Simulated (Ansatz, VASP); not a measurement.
# SnSe2: VASP beside Ansatz

```
Sn Se
1.0
     3.84340   -0.00012    0.00045
    -1.92180    3.32897    0.00006
     0.00161    0.00151   11.99030
Sn Se
2 4
Direct
  0.00007 0.00020 0.00001
  0.99991 0.99978 0.49998
  0.33326 0.66677 0.13270
  0.33313 0.66638 0.63267
  0.66675 0.33324 0.36730
  0.66688 0.33363 0.86733
```

Change from the starting cell: cell sheared at random, sigma 0.03, atoms nudged by 0.01 Å; relaxed back.

Alike in both runs: functional PBE; dispersion D3(BJ); k mesh 6 × 6 × 2; occupations gaussian, width 0.03 eV; no spin polarisation.

Ansatz relaxed the structure, and its values are those at the end. VASP's run is a single point on that final structure, the one shown.

|  | VASP | Ansatz |
| --- | --- | --- |
| version | VASP 6.6.1 | Ansatz 0.2.0 |
| potentials or method | VASP PAW PBE potentials, release 64 (Sn_d, Se), cutoff 520 eV | scalar-relativistic, plane waves, PAW |
| valence electrons in the cell | 52 | 92 |

|  | VASP | Ansatz | Ansatz less VASP |
| --- | --- | --- | --- |
| gap on the k mesh at the Fermi level (eV) | 0.62 | 0.62 | +0.006 |
| least direct gap on the mesh (eV) | 0.78 | 0.79 | +0.011 |
| pressure (GPa) | 0.1 | 0.0 | -0.06 |
| rms of the force components (eV/Å) | 0.006 | 0.000 | -0.0057 |

VASP's potentials hold 52 valence electrons a cell and Ansatz's 92, so a difference there can come from the potentials and not from the codes.
